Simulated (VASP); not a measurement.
A run of VASP 6.6.1:

File INCAR:

```
ALGO = Normal
EDIFF = 1E-6
EDIFFG = -0.005
ENCUT = 600
GGA = PE
IBRION = 2
ISIF = 3
ISMEAR = -1
LASPH = T
LCHARG = F
LREAL = F
LWAVE = F
NELM = 60
NSW = 60
PREC = Accurate
PSTRESS = 300.0
SIGMA = 0.1
```

KPOINTS

```
k-points
0
Gamma
  15 15 15
```

Contents of POSCAR:

```
As
1.0
    2.5264673908      0.0000000000      0.0000000000
    0.0000000000      2.5264673908      0.0000000000
    0.0000000000      0.0000000000      2.5264673908
As
1
Direct
    0.0000000000      0.0000000000      0.0000000000
```

Potentials or basis: VASP PAW PBE potentials, release 64 (As).

Command:

```sh
$ cat potpaw_PBE.64/As/POTCAR > POTCAR
$ mpirun -np 1 vasp_std > vasp.out
```

Hardware: 1 thread of Intel Xeon 8259CL (shared host).

Task: Estimate the wall time of this run.

Result: Run time: 23 s on 1 thread of Intel Xeon 8259CL (shared host), peak memory 0.14 GiB. Counts: scf iterations 18, k points 120, ion steps 3.
